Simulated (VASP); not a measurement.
Write the native input for VASP 6.6.1 that does the following.

| Quantity | Value |
| --- | --- |
| Task | single point |
| Functional | PBEsol |
| Potentials or basis | VASP PAW PBE potentials, release 64 (Si, O) |
| Cutoff | 520 eV |
| k mesh | 7 × 7 × 7 |
| Occupations | fermi-dirac, width 0.03 eV |
| Spin | no spin polarisation |
| Dipole correction | no |
| Further INCAR settings | ALGO = Normal; EDIFF = 1e-06; NBANDS = 25 |

The structure of SiO2 lies in POSCAR:

```
SiO2
1.0
   -2.3255864014      2.3255864014      3.6675703910
    2.3255864014     -2.3255864014      3.6675703910
    2.3255864014      2.3255864014     -3.6675703910
Si O
2 4
Direct
    0.0000000000      0.0000000000      0.0000000000
    0.7500000000      0.2500000000      0.5000000000
    0.9983800000      0.6250000000      0.8733800000
    0.3750000000      0.2483800000      0.3733800000
    0.7516200000      0.1250000000      0.1266200000
    0.8750000000      0.0016200000      0.6266200000
```

This cell differs from its parent crystal: volume scaled by 0.94.

One way to write it, as run:

INCAR

```
SYSTEM = SiO2
  PREC = Accurate
  ENCUT = 520
  EDIFF = 1E-6
  ISMEAR = -1
  SIGMA = 0.03
  LREAL = .FALSE.
  LASPH = .TRUE.
  NELM = 60
  ALGO = Normal
  ISIF = 2
  LWAVE = .FALSE.
  LCHARG = .FALSE.
  GGA = PS
  NBANDS = 25
```

KPOINTS

```
regular mesh
0
G
  7 7 7
  0 0 0
```

Potentials or basis: VASP PAW PBE potentials, release 64 (Si, O).

Command:

```sh
$ cat potpaw_PBE.64/Si/POTCAR potpaw_PBE.64/O/POTCAR > POTCAR
$ mpirun -np 1 vasp_std > vasp.out
```

Results of the run:

* Pressure: 13.8 GPa
* Largest force: 0.907 eV/Å
* Band gap on the k mesh: 6.36 eV, direct

Caveat: the PAW data sets were made with another functional, which shifts forces and pressure a little.

Wall time 100 s on 1 thread of Intel(R) Xeon(R) Platinum 8488C (Sapphire Rapids), with other jobs on the host, peak memory 0.25 GiB.
